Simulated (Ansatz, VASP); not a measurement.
**Two plane-wave programs on Tl**

Contents of POSCAR:

```
Tl
1.0
    0.0000000000      2.5273621436      2.5273621436
    2.5273621436      0.0000000000      2.5273621436
    2.5273621436      2.5273621436      0.0000000000
Tl
1
Direct
    0.0000000000      0.0000000000      0.0000000000
```

The input INCAR.step1:

```
SYSTEM = Tl
PREC     = Accurate       ! precision mode
ENCUT    = 520            ! plane-wave cutoff, eV
ISMEAR   = -1             ! smearing method
SIGMA    = 0.1            ! smearing width, eV
LREAL    = .FALSE.        ! projectors in reciprocal space
LASPH    = .TRUE.         ! aspherical terms in the spheres
NELM     = 80             ! most SCF steps
NBANDS   = 12             ! bands
GGA      = PE             ! functional
ALGO     = Normal         ! electronic algorithm
EDIFF    = 1E-4           ! SCF threshold, eV
LWAVE    = .TRUE.         ! write WAVECAR
LCHARG   = .FALSE.        ! write CHGCAR
```

Contents of INCAR.step2:

```
SYSTEM = Tl
PREC     = Accurate       ! precision mode
ENCUT    = 520            ! plane-wave cutoff, eV
EDIFF    = 1E-6           ! SCF threshold, eV
ISMEAR   = -1             ! smearing method
SIGMA    = 0.1            ! smearing width, eV
LREAL    = .FALSE.        ! projectors in reciprocal space
LASPH    = .TRUE.         ! aspherical terms in the spheres
NELM     = 80             ! most SCF steps
ALGO     = Normal         ! electronic algorithm
ISIF     = 2              ! what is computed and relaxed
LWAVE    = .FALSE.        ! write WAVECAR
LCHARG   = .TRUE.         ! write CHGCAR
METAGGA  = R2SCAN         ! meta-GGA
LMIXTAU  = .TRUE.       
LELF     = .TRUE.         ! ELF
LVHAR    = .TRUE.       
NBANDS   = 12             ! bands
ISTART   = 1
```

The input KPOINTS:

```
Automatic mesh
0
G
  12 12 12
  0 0 0
```

Input for Ansatz:

```yaml
crystal:
  lattice:
    - [0.0, 2.5273621436, 2.5273621436]
    - [2.5273621436, 0.0, 2.5273621436]
    - [2.5273621436, 2.5273621436, 0.0]
  atoms:
    - { symbol: Tl, position: [0.0, 0.0, 0.0] }
hamiltonian:
  xc: r2scan
  pseudopotentials:
    kind: paw
    azcp:
      Tl: "pseudopotentials/Tl.paw.azcp"
basis:
  ecutwfc: 500
  fft_grid_basis: typed
kpoints:
  mp_grid: { grid: [12, 12, 12], shift: [0, 0, 0] }
magnetization:
  spin_polarized: false
scf:
  occupations: { method: fermi_dirac, width: 0.1 }
  lower_state_search: "off"
output:
  stress: true
```

Alike in both runs: task single point; functional r2SCAN; k mesh 12 × 12 × 12; occupations fermi-dirac, width 0.1 eV; no spin polarisation.

|  | VASP | Ansatz |
| --- | --- | --- |
| version | VASP 6.6.1 | Ansatz 0.2.0 |
| potentials or method | VASP PAW PBE potentials, release 64 (Tl_d), cutoff 520 eV | plane waves (500 eV) with PAW, scalar-relativistic |
| valence electrons in the cell | 13 | 13 |

```csv
,VASP,Ansatz,Ansatz less VASP
pressure (GPa),-2.0,-2.0,+0.05
```

VASP's potentials were made for PBE, not for r2SCAN. With one functional, cell and mesh, what is left measures potentials, basis and numerics.

Spin-orbit coupling is off throughout.
